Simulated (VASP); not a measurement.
## W: single point with PBEsol

W:

```
CELL_PARAMETERS angstrom
0.00000 2.03000 2.03000
2.03000 0.00000 2.03000
2.03000 2.03000 0.00000
ATOMIC_POSITIONS crystal
W 0.00000 0.00000 0.00000
```

```json
{
  "Program": "VASP 6.6.1",
  "Task": "single point",
  "Functional": "PBEsol",
  "Potentials or basis": "VASP PAW PBE potentials, release 64 (W_sv)",
  "Cutoff": "500 eV",
  "k mesh": "13 × 13 × 13",
  "Occupations": "gaussian, width 0.3 eV",
  "Spin": "no spin polarisation"
}
```

```json
{"Pressure": "-11.8 GPa", "Band gap on the k mesh": "zero (band 7 reaches 12.73 eV, above the bottom of band 8 at 9.52 eV)"}
```

Levels at points of the mesh, in eV from the Fermi level:
| k point | band 4 | band 5 | band 6 | band 7 | band 8 | band 9 | band 10 | band 11 |
| --- | --- | --- | --- | --- | --- | --- | --- | --- |
| (0.00, 0.00, 0.00) | -37.33 | -8.91 | -0.55 | -0.55 | -0.55 | 2.48 | 2.48 | 12.79 |

It took 5.5 s on 1 thread of Intel(R) Xeon(R) 6975P-C (Granite Rapids), on a shared host, peak memory 0.15 GiB.

Caveat: the PAW data sets were made with another functional, which shifts forces and pressure a little; spin-orbit coupling is left out, which moves the levels of the heavy elements.
